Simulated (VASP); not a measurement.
# Si2W (I4/mmm) in VASP: a series of runs, part 2 of 2

VASP 6.6.1.

## 4. Single point, BLYP+D4

Contents of INCAR:

```
SYSTEM = Si2W
PREC     = Accurate       ! precision mode
ENCUT    = 520            ! plane-wave cutoff, eV
EDIFF    = 1E-7           ! SCF threshold, eV
ISMEAR   = -1             ! smearing method
SIGMA    = 0.05           ! smearing width, eV
LREAL    = .FALSE.        ! projectors in reciprocal space
LASPH    = .TRUE.         ! aspherical terms in the spheres
NELM     = 100            ! most SCF steps
ALGO     = Normal         ! electronic algorithm
ISIF     = 2              ! what is computed and relaxed
LWAVE    = .FALSE.        ! write WAVECAR
LCHARG   = .TRUE.         ! write CHGCAR
GGA      = B5             ! functional
ALDAX    = 1.0          
AGGAX    = 1.0          
AGGAC    = 1.0          
ALDAC    = 0.0          
IVDW     = 13             ! dispersion correction
LELF     = .TRUE.         ! ELF
LVHAR    = .TRUE.       
NBANDS   = 18             ! bands
VDW_S6   = 1.0          
VDW_S8   = 2.34076671   
VDW_A1   = 0.44488865   
VDW_A2   = 4.0933009
```

Contents of KPOINTS:

```
regular mesh
0
G
  12 12 12
  0 0 0
```

Contents of POSCAR:

```
Si2W
1.0
   -1.6071286753      1.6071286753      3.9063469265
    1.6071286753     -1.6071286753      3.9063469265
    1.6071286753      1.6071286753     -3.9063469265
W Si
1 2
Direct
    0.0000000000      0.0000000000      0.0000000000
    0.6652049440      0.6652049440      0.0000000000
    0.3347950560      0.3347950560      0.0000000000
```

Potentials or basis: VASP PAW PBE potentials, release 64 (W_sv, Si).

Started as:

```console
cat potpaw_PBE.64/W_sv/POTCAR potpaw_PBE.64/Si/POTCAR > POTCAR
mpirun -np 1 vasp_std > vasp.out
```

OUTCAR:

```text
SYSTEM = Si2W
   PREC = Accurate
   ENCUT = 520
   EDIFF = 1E-7
   ISMEAR = -1
   LREAL = .FALSE.
   LASPH = .TRUE.
   NELM = 100
   ISIF = 2
   GGA = B5
   IVDW = 13

 ion  position               nearest neighbor table
   1  0.000  0.000  0.000-   3 2.61   2 2.61   2 2.61   2 2.61   2 2.61   3 2.61   3 2.61   3 2.61
                             2 2.62   3 2.62
   2  0.665  0.665  0.000-   3 2.58   1 2.61   1 2.61   1 2.61   1 2.61   1 2.62   3 2.63   3 2.63
                             3 2.63   3 2.63
   3  0.335  0.335  0.000-   2 2.58   1 2.61   1 2.61   1 2.61   1 2.61   1 2.62   2 2.63   2 2.63
                             2 2.63   2 2.63

  LATTYP: Found a body centered tetragonal cell.
 ALAT       =     3.2142573506
 C/A-ratio  =     2.4306373139

  Lattice vectors:

 A1 = (  -1.6071286753,   1.6071286753,   3.9063469265)
 A2 = (   1.6071286753,  -1.6071286753,   3.9063469265)
 A3 = (   1.6071286753,   1.6071286753,  -3.9063469265)

Analysis of symmetry for initial positions (statically):
=====================================================================
 Subroutine PRICEL returns:
 Original cell was already a primitive cell.

 Routine SETGRP: Setting up the symmetry group for a
 body centered tetragonal supercell.

 Subroutine GETGRP returns: Found 16 space group operations
 (whereof 16 operations were pure point group operations)
 out of a pool of 16 trial point group operations.

The static configuration has the point symmetry D_4h.

Analysis of symmetry for dynamics (positions and initial velocities):
=====================================================================
 Subroutine PRICEL returns:
 Original cell was already a primitive cell.

 Routine SETGRP: Setting up the symmetry group for a
 body centered tetragonal supercell.

 Subroutine GETGRP returns: Found 16 space group operations
 (whereof 16 operations were pure point group operations)
 out of a pool of 16 trial point group operations.

The dynamic configuration has the point symmetry D_4h.

 Subroutine INISYM returns: Found 16 space group operations
[... 119 lines left out ...]
     AMIX_MAG =   1.60;   BMIX_MAG =  1.00
  volume/ion in A,a.u.               =      13.45        90.78
  Fermi-wavevector in a.u.,A,eV,Ry     =   1.337329  2.527186 24.333335  1.788450
  Thomas-Fermi vector in A             =   2.465886
   LORBIT       =      0    0 simple, 1 ext, 2 COOP (PROOUT), +10 PAW based schemes
   GGA     = B5    functional components
   LHFCALC =     F    Hartree Fock is set to
   AEXX    =    0.0000 exact exchange contribution
   IVDW    =    13    specifies the selected vdW correction
   LEPSILON=     F    determine dielectric tensor
   LRPA    =     F    only Hartree local field effects (RPA)
 non-spin polarized calculation
  energy-cutoff  :      520.00
  volume of cell :       40.36
 maximum number of plane-waves:      1110
 NGX is ok and might be reduce to    36
   NGX = 17   NGY = 17   NGZ = 17

 number of electron      21.9999999 magnetization

 Free energy of the ion-electron system (eV)
  ---------------------------------------------------
  ext. energy  EPLUGINS =         0.00000000
  ---------------------------------------------------
  free energy    TOTEN  =       -20.58914482 eV

  energy without entropy =      -20.58698555  energy(sigma->0) =      -20.58806518

 E-fermi :  12.4652     XC(G=0): -11.8908

 val. band max:       12.4000377946   @ k =  -0.3333  -0.4167   0.3333
 cond. band min:      12.4983190755   @ k =  -0.4167  -0.4167   0.3333
 fundamental gap:      0.0982812808
 Fermi energy:        12.4651981301

 k-point     1 :       0.0000    0.0000    0.0000
  band No.  band energies     occupation
      1     -60.9378      2.00000
      2     -25.4685      2.00000
      3     -25.4518      2.00000
      4     -25.4518      2.00000
      5      -1.5073      2.00000
      6       5.7249      2.00000
[... 481 lines left out ...]
      5       1.5523      2.00000
      6       4.2075      2.00000
[... 10 lines left out ...]
     17      19.5699      0.00000
     18      20.8543      0.00000

 [... further k-points ...]

------------------------ aborting loop because EDIFF is reached ----------------------------------------

  DFT-D4 for vdW energy calculation

  Edisp (eV):   -3.31677

  FORCE on cell =-STRESS in cart. coord.  units (eV):
  Direction    XX          YY          ZZ          XY          YZ          ZX
  --------------------------------------------------------------------------------------
  -------------------------------------------------------------------------------------
  Total       0.28151     0.28151     0.32473     0.00000    -0.00000    -0.00000
  in kB      11.17581    11.17581    12.89132     0.00000    -0.00000    -0.00000
  external pressure =       11.75 kB  Pullay stress =        0.00 kB

 VOLUME and BASIS-vectors are now :
 -----------------------------------------------------------------------------
  energy-cutoff  :      520.00
  volume of cell :       40.36
      direct lattice vectors                 reciprocal lattice vectors
    -1.607128675  1.607128675  3.906346926     0.000000000  0.311113856  0.127996824
     1.607128675 -1.607128675  3.906346926     0.311113856  0.000000000  0.127996824
     1.607128675  1.607128675 -3.906346926     0.311113856  0.311113856  0.000000000

 POSITION                                       TOTAL-FORCE (eV/Angst)
 -----------------------------------------------------------------------------------
      0.00000      0.00000      0.00000         0.000000      0.000000      0.000000
      0.00000      0.00000      5.19704        -0.000000     -0.000000      0.007964
      0.00000      0.00000      2.61565         0.000000      0.000000     -0.007964
 -----------------------------------------------------------------------------------
    total drift:                                0.000000     -0.000000     -0.000000

  FREE ENERGIE OF THE ION-ELECTRON SYSTEM (eV)
  ---------------------------------------------------
  free  energy   TOTEN  =       -23.9059174970 eV

  energy  without entropy=      -23.9037582245  energy(sigma->0) =      -23.90483786
```

stdout:

```text
POSCAR found type information on POSCAR W Si
 POSCAR found :  2 types and       3 ions
 scaLAPACK will be used
 -----------------------------------------------------------------------------
|                                                                             |
|                                                                             |
|     You enforced a specific xc type in the INCAR file but a different       |
|     I HOPE YOU KNOW WHAT YOU ARE DOING!                                     |
|                                                                             |
 -----------------------------------------------------------------------------

 LDA part: xc-table for (Slater(with rela. corr.)+VWN5), standard interpolation
 POSCAR, INCAR and KPOINTS ok, starting setup
 FFT: planning ... GRIDC
 FFT: planning ... GRID_SOFT
 FFT: planning ... GRID
 WAVECAR not read
 entering main loop
```

Wall time 78 s (1 thread of Intel Xeon 6975P-C (Granite Rapids), shared host); peak memory 0.28 GiB.

Results:

```yaml
Free_energy: -23.9059 eV
Pressure: 1.2 GPa
Largest_force: 0.008 eV/Å
Band_gap_on_the_k_mesh: zero (band 11 reaches 13.16 eV, above the bottom of band 12 at 11.89 eV)
Dispersion_energy_per_atom: -1.106 eV
```

Forces in eV/Å, atoms in the order of the input:
```
W    0.000  0.000  0.000
Si   0.000  0.000  0.008
Si   0.000  0.000 -0.008
```

Caveat: the PAW data sets were made with another functional, which shifts forces and pressure a little; spin-orbit coupling is left out, which moves the levels of the heavy elements; pairwise dispersion overbinds metals, which lowers pressure and volume.

## 5. Single point, PBE

Contents of INCAR:

```
PREC = Accurate ; ENCUT = 520
EDIFF = 1E-6 ; ISMEAR = 0
SIGMA = 0.028999999999999998 ; LREAL = F
LASPH = T ; NELM = 80
ALGO = Normal ; ISIF = 2
LWAVE = F ; LCHARG = T
GGA = PE ; LELF = T
LVHAR = T ; NBANDS = 18
```

Contents of KPOINTS:

```
regular mesh
0
Gamma
  12 12 12
```

Contents of POSCAR:

```
Si2W
1.0
   -1.6069000000      1.6069000000      3.9149500000
    1.6069000000     -1.6069000000      3.9149500000
    1.6069000000      1.6069000000     -3.9149500000
W Si
1 2
Direct
    0.0000000000      0.0000000000      0.0000000000
    0.6653000000      0.6653000000      0.0000000000
    0.3347000000      0.3347000000      0.0000000000
```

Started as:

```console
cat potpaw_PBE.64/W_sv/POTCAR potpaw_PBE.64/Si/POTCAR > POTCAR
mpirun -np 1 vasp_std > vasp.out
```

Run time: 60 s. Hardware: 1 thread of Intel Xeon 6975P-C (Granite Rapids), shared host; peak memory 0.27 GiB.

Results (log left out):

| Item | Value |
| --- | --- |
| Free energy | -24.8084 eV |
| Pressure | 3.3 GPa |
| Largest force | 0.084 eV/Å |
| Band gap on the k mesh | zero (band 11 reaches 12.70 eV, above the bottom of band 12 at 11.40 eV) |

Forces in eV/Å, atoms in the order of the input:
```
W    0.000  0.000  0.000
Si   0.000  0.000  0.084
Si   0.000  0.000 -0.084
```

Stress tensor (GPa, compression positive):
```
3.16 0.00 0.00
0.00 3.16 0.00
0.00 0.00 3.71
```

Levels at points of the mesh, in eV from the Fermi level:
| k point | band 8 | band 9 | band 10 | band 11 | band 12 | band 13 | band 14 | band 15 |
| --- | --- | --- | --- | --- | --- | --- | --- | --- |
| (0.00, 0.00, 0.00) | -3.36 | -2.88 | -2.88 | 0.57 | 2.71 | 2.90 | 3.03 | 3.03 |
| (0.50, 0.00, 0.00) | -4.90 | -2.84 | -2.80 | -0.47 | 2.67 | 2.75 | 3.90 | 4.39 |
| (0.50, 0.50, 0.00) | -5.53 | -5.05 | -3.29 | -1.81 | 2.76 | 2.93 | 3.10 | 3.87 |
| (0.50, 0.50, 0.50) | -2.61 | -0.88 | -0.88 | -0.54 | -0.54 | 0.75 | 4.47 | 4.85 |

Caveat: spin-orbit coupling is left out, which moves the levels of the heavy elements.

## 6. Single point, revPBE+D3(BJ)

This run uses another cell than the first one, of 13.00 Å³/atom, 0.964 times its volume.

Contents of INCAR:

```
PREC = Accurate
ENCUT = 520
EDIFF = 1E-6
ISMEAR = -1
SIGMA = 0.05
LREAL = False
LASPH = True
NELM = 100
ALGO = Normal
ISIF = 2
LWAVE = False
LCHARG = True
GGA = RE
IVDW = 12
LELF = True
LVHAR = True
NBANDS = 18
```

KPOINTS is that of step 5.

Contents of POSCAR:

```
Si2W
1.0
   -1.5851124433      1.5851124433      3.8804143705
    1.5851124433     -1.5851124433      3.8804143705
    1.5851124433      1.5851124433     -3.8804143705
W Si
1 2
Direct
    0.0000000000      0.0000000000      0.0000000000
    0.6662767430      0.6662767430      0.0000000000
    0.3337232570      0.3337232570      0.0000000000
```

Potentials or basis: VASP PAW PBE potentials, release 64 (W_sv, Si).

Started as:

```console
cat potpaw_PBE.64/W_sv/POTCAR potpaw_PBE.64/Si/POTCAR > POTCAR
mpirun -np 1 vasp_std > vasp.out
```

Wall time 1.7 min (1 thread of AMD EPYC 9R14 (Zen 4), shared host); peak memory 0.25 GiB.

The run converged. Its results:

* Free energy: -27.1675 eV
* Pressure: -0.2 GPa
* Largest force: 0.007 eV/Å
* Band gap on the k mesh: zero (band 11 reaches 13.39 eV, above the bottom of band 12 at 11.97 eV)
* Dispersion energy per atom: -1.123 eV

Forces on the atoms (eV/Å):
```
W    0.000  0.000  0.000
Si   0.000  0.000  0.007
Si   0.000  0.000 -0.007
```

Stress tensor (GPa, compression positive):
```
-0.14  0.00  0.00
 0.00 -0.14  0.00
 0.00  0.00 -0.33
```

Levels at points of the mesh, in eV from the Fermi level:
```
           k point  band 8  band 9  band 10  band 11  band 12  band 13  band 14  band 15
(0.00, 0.00, 0.00)   -3.53   -2.99    -2.99     0.65     2.68     2.95     3.21     3.21
(0.50, 0.00, 0.00)   -5.02   -2.95    -2.90    -0.52     2.80     2.88     3.98     4.67
(0.50, 0.50, 0.00)   -5.53   -5.22    -3.47    -1.79     2.83     3.16     3.31     3.92
(0.50, 0.50, 0.50)   -2.76   -0.88    -0.88    -0.56    -0.56     0.84     4.53     5.36
```

Caveat: the PAW data sets were made with another functional, which shifts forces and pressure a little; spin-orbit coupling is left out, which moves the levels of the heavy elements; pairwise dispersion overbinds metals, which lowers pressure and volume.

## 7. The runs side by side

| level | cell | smearing | gap on the mesh (eV) | pressure (GPa) | largest force (eV/Å) |
| --- | --- | --- | --- | --- | --- |
| PBEsol | a = 4.527 Å, angles 138.4, 138.4, 60.3°, 3 atoms | fermi-dirac 0.05 eV | none | -1.7 | 0.03 |
| BLYP+D3(BJ) | a = 4.496 Å, angles 138.4, 138.4, 60.3°, 3 atoms | fermi-dirac 0.05 eV | none | 1.2 | 0.01 |
| BLYP+D4 | a = 4.519 Å, angles 138.3, 138.3, 60.4°, 3 atoms | fermi-dirac 0.05 eV | none | 1.2 | 0.01 |
| PBE | a = 4.527 Å, angles 138.4, 138.4, 60.3°, 3 atoms | gaussian 0.029 eV | none | 3.3 | 0.08 |
| revPBE+D3(BJ) | a = 4.481 Å, angles 138.6, 138.6, 60.0°, 3 atoms | fermi-dirac 0.05 eV | none | -0.2 | 0.01 |

Alike in all rows: task single point; potentials or basis VASP PAW PBE potentials, release 64 (W_sv, Si); no spin polarisation; k mesh 12 × 12 × 12; cutoff (eV) 520.

Caveats: spin-orbit coupling is left out, which moves the levels of the heavy elements; the PAW data sets were made with another functional, which shifts forces and pressure a little (some runs); pairwise dispersion overbinds metals, which lowers pressure and volume (some runs).

Absolute energies hang on the potentials; compare differences alone.
